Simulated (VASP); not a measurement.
A run of VASP 6.6.1 is set up as follows.

INCAR

```
SYSTEM = Na
  PREC = Accurate
  ENCUT = 520
  EDIFF = 1E-7
  ISMEAR = -1
  SIGMA = 0.05
  LREAL = .FALSE.
  LASPH = .TRUE.
  NELM = 60
  ALGO = Normal
  ISIF = 2
  LWAVE = .FALSE.
  LCHARG = .FALSE.
  GGA = PS
  IVDW = 12
  NBANDS = 14
```

File KPOINTS:

```
Automatic mesh
0
G
  8 8 5
  0 0 0
```

File POSCAR:

```
Na
1.0
    3.7670000000      0.0000000000      0.0000000000
   -1.8835000000      3.2623176961      0.0000000000
    0.0000000000      0.0000000000      6.1540000000
Na
2
Direct
    0.6666666667      0.3333333333      0.7500000000
    0.3333333333      0.6666666667      0.2500000000
```

Potentials or basis: VASP PAW PBE potentials, release 64 (Na_pv).

Command:

```sh
$ cat potpaw_PBE.64/Na_pv/POTCAR > POTCAR
$ mpirun -np 1 vasp_std > vasp.out
```

**Question.** What does it give for the pressure?

**Answer.** -0.9 GPa.

**Question.** What does it give for the band gap on the k mesh?

**Answer.** Zero (band 7 reaches 1.67 eV, above the bottom of band 8 at -1.53 eV).

**Question.** Estimate the dispersion energy per atom.

**Answer.** -0.151 eV.

Stress tensor (GPa, compression positive):
```
-0.87  0.00  0.00
 0.00 -0.87  0.00
 0.00  0.00 -1.10
```

Caveat: three body term missing; the PAW data sets were made with another functional, which shifts forces and pressure a little; pairwise dispersion overbinds metals, which lowers pressure and volume.
